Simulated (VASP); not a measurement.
Wanted: the native input for a VASP 6.6.1 run.

- Task: single point
- Functional: PBEsol
- Potentials or basis: VASP PAW PBE potentials, release 64 (Ag)
- Cutoff: 520 eV
- k mesh: 20 × 20 × 20
- Occupations: gaussian, width 0.15 eV
- Spin: no spin polarisation
- Dipole correction: no
- Further INCAR settings: ALGO = Normal; EDIFF = 1e-07; NBANDS = 12

The structure of Ag lies in POSCAR:

```
Ag
1.0
   -1.6142626500      1.6142626500      1.7384367000
    1.6142626500     -1.6142626500      1.7384367000
    1.6142626500      1.6142626500     -1.7384367000
Ag
1
Direct
    0.0000000000      0.0000000000      0.0000000000
```

This cell differs from its parent crystal: strain -0.025 along x and y, +0.050 along z.

These files were run (other wordings do the same):

INCAR

```
SYSTEM = Ag
PREC = Accurate
ENCUT = 520
EDIFF = 1E-7
ISMEAR = 0
SIGMA = 0.15
LREAL = .FALSE.
LASPH = .TRUE.
NELM = 60
ALGO = Normal
ISIF = 2
LWAVE = .FALSE.
LCHARG = .FALSE.
GGA = PS
NBANDS = 12
```

KPOINTS

```
regular mesh
0
G
  20 20 20
  0 0 0
```

Potentials or basis: VASP PAW PBE potentials, release 64 (Ag).

The run is started by

```console
$ cat potpaw_PBE.64/Ag/POTCAR > POTCAR
$ mpirun -np 1 vasp_std > vasp.out
```

Results of the run:

```json
{
 "Pressure": "-7.3 GPa"
}
```

Caveat: the cell differs from its parent crystal (strain -0.025 along x and y, +0.050 along z); the PAW data sets were made with another functional, which shifts forces and pressure a little.

Wall time 31 s on 1 thread of Intel(R) Xeon(R) 6975P-C (Granite Rapids), with other jobs on the host, peak memory 0.25 GiB.
